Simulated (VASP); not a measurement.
# Zn (P6_3/mmc) in VASP: further runs

The runs below take Zn through single point, with revPBE.

All numbers are computed with VASP 6.6.1; they aren't measurements. Logs are shortened: lines on timing, memory, paths and dates and some standing lists are left out, and cuts for length are marked.

## Step 1: The cell of the first run

Symmetry: P6_3/mmc, No. 194, hexagonal system. The conventional cell has a = 2.686 Å, b = 2.686 Å, c = 10.058 Å, α = 90.00°, β = 90.00°, γ = 120.00°. Zn (site symmetry -3m) has 12 Zn at 2.69 to 2.95 Å within 3.5 Å. Zn (site symmetry -6m2) has 12 Zn at 2.69 to 2.95 Å within 3.5 Å.

## Step 2: Single point, revPBE

INCAR

```
SYSTEM = Zn
PREC     = Accurate       ! precision mode
ENCUT    = 520            ! plane-wave cutoff, eV
EDIFF    = 1E-6           ! SCF threshold, eV
ISMEAR   = -1             ! smearing method
SIGMA    = 0.1            ! smearing width, eV
LREAL    = .False.        ! projectors in reciprocal space
LASPH    = .True.         ! aspherical terms in the spheres
NELM     = 60             ! most SCF steps
ALGO     = Normal         ! electronic algorithm
ISIF     = 2              ! what is computed and relaxed
LWAVE    = .False.        ! write WAVECAR
LCHARG   = .False.        ! write CHGCAR
GGA      = RE             ! functional
NBANDS   = 32             ! bands
```

KPOINTS

```
Automatic mesh
0
Gamma
  15 15 4
  0 0 0
```

POSCAR

```
Zn
1.0
    2.6856483326      0.0000000000      0.0000000000
   -1.3428241663      2.3258396816      0.0000000000
    0.0000000000      0.0000000000     10.0582133730
Zn
4
Direct
    1.0000000000      1.0000000000      0.0000000000
    0.0000000000      0.0000000000      0.5000000000
    0.3333333333      0.6666666667      0.2500000000
    0.6666666667      0.3333333333      0.7500000000
```

Potentials or basis: VASP PAW PBE potentials, release 64 (Zn).

The run is started by

```bash
> cat potpaw_PBE.64/Zn/POTCAR > POTCAR
> mpirun -np 1 vasp_std > vasp.out
```

OUTCAR:

```text
SYSTEM = Zn
   PREC = Accurate
   ENCUT = 520
   EDIFF = 1E-6
   ISMEAR = -1
   LREAL = .False.
   LASPH = .True.
   NELM = 60
   ISIF = 2
   GGA = RE

 ion  position               nearest neighbor table
   1  0.000  0.000  0.000-   3 2.95   4 2.95   3 2.95   4 2.95   4 2.95   3 2.95
   2  0.000  0.000  0.500-   3 2.95   4 2.95   3 2.95   4 2.95   4 2.95   3 2.95
   3  0.333  0.667  0.250-   1 2.95   2 2.95   1 2.95   2 2.95   1 2.95   2 2.95
   4  0.667  0.333  0.750-   1 2.95   2 2.95   1 2.95   2 2.95   1 2.95   2 2.95

  LATTYP: Found a hexagonal cell.
 ALAT       =     2.6856483326
 C/A-ratio  =     3.7451714176

  Lattice vectors:

 A1 = (   2.6856483326,   0.0000000000,   0.0000000000)
 A2 = (  -1.3428241663,   2.3258396816,   0.0000000000)
 A3 = (   0.0000000000,   0.0000000000,  10.0582133730)

Analysis of symmetry for initial positions (statically):
=====================================================================
 Subroutine PRICEL returns:
 Original cell was already a primitive cell.

 Routine SETGRP: Setting up the symmetry group for a
 hexagonal supercell.

 Subroutine GETGRP returns: Found 24 space group operations
 (whereof 12 operations were pure point group operations)
 out of a pool of 24 trial point group operations.

The static configuration has the point symmetry D_3d.
 The point group associated with its full space group is D_6h.

Analysis of symmetry for dynamics (positions and initial velocities):
=====================================================================
 Subroutine PRICEL returns:
 Original cell was already a primitive cell.

 Routine SETGRP: Setting up the symmetry group for a
 hexagonal supercell.

 Subroutine GETGRP returns: Found 24 space group operations
 (whereof 12 operations were pure point group operations)
 out of a pool of 24 trial point group operations.

The dynamic configuration has the point symmetry D_3d.
 The point group associated with its full space group is D_6h.

 Subroutine INISYM returns: Found 24 space group operations
 (whereof 12 operations are pure point group operations),
 and found     1 'primitive' translations

----------------------------------------------------------------------------------------

                                     Primitive cell

  volume of cell :      62.8275

  direct lattice vectors                    reciprocal lattice vectors
[... 83 lines left out ...]
   ISTART =      0    job   : 0-new  1-cont  2-samecut
   ICHARG =      2    charge: 1-file 2-atom 10-const
   ISPIN  =      1    spin polarized calculation?
   LNONCOLLINEAR =      F non collinear calculations
   LSORBIT =      F    spin-orbit coupling
   LASPH  =      T    aspherical Exc in radial PAW
   ENCUT  =  520.0 eV  38.22 Ry    6.18 a.u.   4.99  4.99 18.70*2*pi/ulx,y,z
   NELM   =     60;   NELMIN=  2; NELMDL= -5     # of ELM steps
   EDIFF  = 0.1E-05   stopping-criterion for ELM
   LREAL  =      F    real-space projection
   EDIFFG = 0.1E-04   stopping-criterion for IOM
   NSW    =      0    number of steps for IOM
   IBRION =     -1    ionic relax: 0-MD 1-quasi-New 2-CG
   NFREE  =      0    steps in history (QN), initial steepest desc. (CG)
   ISIF   =      2    stress and relaxation
   ISYM   =      2    0-nonsym 1-usesym 2-fastsym
   POTIM  = 0.5000    time-step for ionic-motion
   TEBEG  =    0.0;   TEEND  =   0.0 temperature during run
   PSTRESS=    0.0 pullay stress
   NELECT =      48.0000    total number of electrons
   NUPDOWN=      -1.0000    fix difference up-down
   EMIN   =  10.00;   EMAX   =-10.00  energy-range for DOS
   EFERMI =   0.00;   METHOD = LEGACY
   ISMEAR =    -1;   SIGMA  =   0.10  broadening in eV -4-tet -1-fermi 0-gaus
   EFERMI_NEDOS =   21; number of points for ismear=-14 and -15
   IALGO  =     38    algorithm
   IMIX   =      4    mixing-type and parameters
     AMIX     =   0.40;   BMIX     =  1.00
     AMIX_MAG =   1.60;   BMIX_MAG =  1.00
  volume/ion in A,a.u.               =      15.71       106.00
  Fermi-wavevector in a.u.,A,eV,Ry     =   1.496599  2.828161 30.474428  2.239807
  Thomas-Fermi vector in A             =   2.608594
   LORBIT       =      0    0 simple, 1 ext, 2 COOP (PROOUT), +10 PAW based schemes
   GGA     = RE    functional components
   LHFCALC =     F    Hartree Fock is set to
   AEXX    =    0.0000 exact exchange contribution
   IVDW    =     0    specifies the selected vdW correction
   LEPSILON=     F    determine dielectric tensor
   LRPA    =     F    only Hartree local field effects (RPA)
 non-spin polarized calculation
  energy-cutoff  :      520.00
  volume of cell :       62.83
 maximum number of plane-waves:      1725
 NGX is ok and might be reduce to    20
   NGX =  9   NGY =  9   NGZ = 37

 number of electron      48.0000053 magnetization

 Free energy of the ion-electron system (eV)
  ---------------------------------------------------
  ext. energy  EPLUGINS =         0.00000000
  ---------------------------------------------------
  free energy    TOTEN  =        -3.22413450 eV

  energy without entropy =       -3.19430831  energy(sigma->0) =       -3.20922141

 E-fermi :   3.0403     XC(G=0): -11.2826

 val. band max:        3.0036227924   @ k =   0.4667   0.0667   0.0000
 cond. band min:       3.0415625498   @ k =   0.4000  -0.0000   0.0000
 fundamental gap:      0.0379397574
 Fermi energy:         3.0403041876

 k-point     1 :       0.0000    0.0000    0.0000
  band No.  band energies     occupation
      1      -7.1508      2.00000
      2      -5.9498      2.00000
      3      -5.9471      2.00000
      4      -5.4794      2.00000
      5      -4.8297      2.00000
      6      -4.6111      2.00000
[... 829 lines left out ...]
     31       8.3653      0.00000
     32       8.8045      0.00000

 [... further k-points ...]
[... 5 lines left out ...]
  --------------------------------------------------------------------------------------
  -------------------------------------------------------------------------------------
  Total       -0.1229171     -0.1229171      0.7093606      0.0000000     -0.0000000      0.0000000
  in kB       -3.1345340     -3.1345340     18.0895545      0.0000000     -0.0000000      0.0000000
  external PRESSURE =       3.9401622 kB  Pullay stress =       0.0000000 kB

 VOLUME and BASIS-vectors are now :
 -----------------------------------------------------------------------------
  energy-cutoff  :      520.00
  volume of cell :       62.83
      direct lattice vectors                 reciprocal lattice vectors
     2.685648333  0.000000000  0.000000000     0.372349569  0.214976124  0.000000000
    -1.342824166  2.325839682  0.000000000     0.000000000  0.429952248  0.000000000
     0.000000000  0.000000000 10.058213373     0.000000000  0.000000000  0.099421235

 POSITION                                       TOTAL-FORCE (eV/Angst)
 -----------------------------------------------------------------------------------
      0.00000      0.00000      0.00000         0.000000      0.000000     -0.000000
      0.00000      0.00000      5.02911         0.000000      0.000000     -0.000000
     -0.00000      1.55056      2.51455        -0.000000     -0.000000      0.000000
      1.34282      0.77528      7.54366         0.000000      0.000000      0.000000
 -----------------------------------------------------------------------------------
    total drift:                                0.000000     -0.000000     -0.000000

  FREE ENERGIE OF THE ION-ELECTRON SYSTEM (eV)
  ---------------------------------------------------
  free  energy   TOTEN  =        -3.2241345024 eV

  energy  without entropy=       -3.1943083092  energy(sigma->0) =       -3.20922141
```

Wall time 53 s (1 thread of Intel Xeon 6975P-C (Granite Rapids), shared host); peak memory 0.24 GiB.

What came out:

```
Free energy            : -3.2241 eV
Pressure               : 0.4 GPa
Band gap on the k mesh : zero (band 24 reaches 4.71 eV, above the bottom of band 25 at -0.14 eV)
```

Stress tensor (GPa, compression positive):
```
-0.31  0.00  0.00
 0.00 -0.31  0.00
 0.00  0.00  1.81
```

Caveat: the PAW data sets were made with another functional, which shifts forces and pressure a little.

## Step 3: Single point, revPBE (volume scaled by 1.04)

INCAR

```
SYSTEM = Zn
  PREC = Accurate
  ENCUT = 520
  EDIFF = 1E-6
  ISMEAR = -1
  SIGMA = 0.1
  LREAL = .False.
  LASPH = .True.
  NELM = 80
  ALGO = Normal
  ISIF = 2
  LWAVE = .False.
  LCHARG = .True.
  GGA = RE
  LELF = .True.
  LVHAR = .True.
  NBANDS = 32
```

KPOINTS

```
regular mesh
0
Gamma
  15 15 4
  0 0 0
```

POSCAR

```
Zn
1.0
    2.7209898635      0.0000000000      0.0000000000
   -1.3604949317      2.3564463452      0.0000000000
    0.0000000000      0.0000000000     10.1905734645
Zn
4
Direct
    1.0000000000      1.0000000000      0.0000000000
    0.0000000000      0.0000000000      0.5000000000
    0.3333333333      0.6666666667      0.2500000000
    0.6666666667      0.3333333333      0.7500000000
```

Potentials or basis: VASP PAW PBE potentials, release 64 (Zn).

The run is started by

```bash
> cat potpaw_PBE.64/Zn/POTCAR > POTCAR
> mpirun -np 1 vasp_std > vasp.out
```

OUTCAR:

```text
SYSTEM = Zn
   PREC = Accurate
   ENCUT = 520
   EDIFF = 1E-6
   ISMEAR = -1
   LREAL = .False.
   LASPH = .True.
   NELM = 80
   ISIF = 2
   GGA = RE

 ion  position               nearest neighbor table
   1  0.000  0.000  0.000-   3 2.99   4 2.99   3 2.99   4 2.99   4 2.99   3 2.99
   2  0.000  0.000  0.500-   3 2.99   4 2.99   3 2.99   4 2.99   4 2.99   3 2.99
   3  0.333  0.667  0.250-   1 2.99   2 2.99   1 2.99   2 2.99   1 2.99   2 2.99
   4  0.667  0.333  0.750-   1 2.99   2 2.99   1 2.99   2 2.99   1 2.99   2 2.99

  LATTYP: Found a hexagonal cell.
 ALAT       =     2.7209898635
 C/A-ratio  =     3.7451714177
[... 1039 lines left out ...]
  --------------------------------------------------------------------------------------
  -------------------------------------------------------------------------------------
  Total       -1.1454663     -1.1454663     -0.0917077     -0.0000000      0.0000000     -0.0000000
  in kB      -28.0872866    -28.0872866     -2.2487081     -0.0000000      0.0000000     -0.0000000
  external PRESSURE =     -19.4744271 kB  Pullay stress =       0.0000000 kB

 VOLUME and BASIS-vectors are now :
 -----------------------------------------------------------------------------
  energy-cutoff  :      520.00
  volume of cell :       65.34
      direct lattice vectors                 reciprocal lattice vectors
     2.720989863  0.000000000  0.000000000     0.367513313  0.212183910  0.000000000
    -1.360494932  2.356446345  0.000000000     0.000000000  0.424367821  0.000000000
     0.000000000  0.000000000 10.190573464     0.000000000  0.000000000  0.098129904

 POSITION                                       TOTAL-FORCE (eV/Angst)
 -----------------------------------------------------------------------------------
      0.00000      0.00000      0.00000         0.000000      0.000000      0.000000
      0.00000      0.00000      5.09529         0.000000      0.000000      0.000000
     -0.00000      1.57096      2.54764         0.000000     -0.000000      0.000000
      1.36049      0.78548      7.64293        -0.000000      0.000000     -0.000000
 -----------------------------------------------------------------------------------
    total drift:                                0.000000     -0.000000     -0.000000

  FREE ENERGIE OF THE ION-ELECTRON SYSTEM (eV)
  ---------------------------------------------------
  free  energy   TOTEN  =        -3.2110607065 eV

  energy  without entropy=       -3.1781195783  energy(sigma->0) =       -3.19459014
```

stdout:

```text
POSCAR found type information on POSCAR Zn
 POSCAR found :  1 types and       4 ions
 scaLAPACK will be used
 -----------------------------------------------------------------------------
|                                                                             |
|                                                                             |
|     You enforced a specific xc type in the INCAR file but a different       |
|     I HOPE YOU KNOW WHAT YOU ARE DOING!                                     |
|                                                                             |
 -----------------------------------------------------------------------------

 LDA part: xc-table for (Slater+PW92), standard interpolation
 POSCAR, INCAR and KPOINTS ok, starting setup
 FFT: planning ... GRIDC
 FFT: planning ... GRID_SOFT
 FFT: planning ... GRID
 WAVECAR not read
 entering main loop
```

Run time: 56 s. Hardware: 1 thread of Intel Xeon 6975P-C (Granite Rapids), shared host; peak memory 0.25 GiB.

Results:

```
Free energy            : -3.2111 eV
Pressure               : -1.9 GPa
Band gap on the k mesh : zero (band 24 reaches 4.42 eV, above the bottom of band 25 at -0.43 eV)
```

Stress tensor (GPa, compression positive):
```
-2.81  0.00  0.00
 0.00 -2.81  0.00
 0.00  0.00 -0.22
```

Caveat: the PAW data sets were made with another functional, which shifts forces and pressure a little.
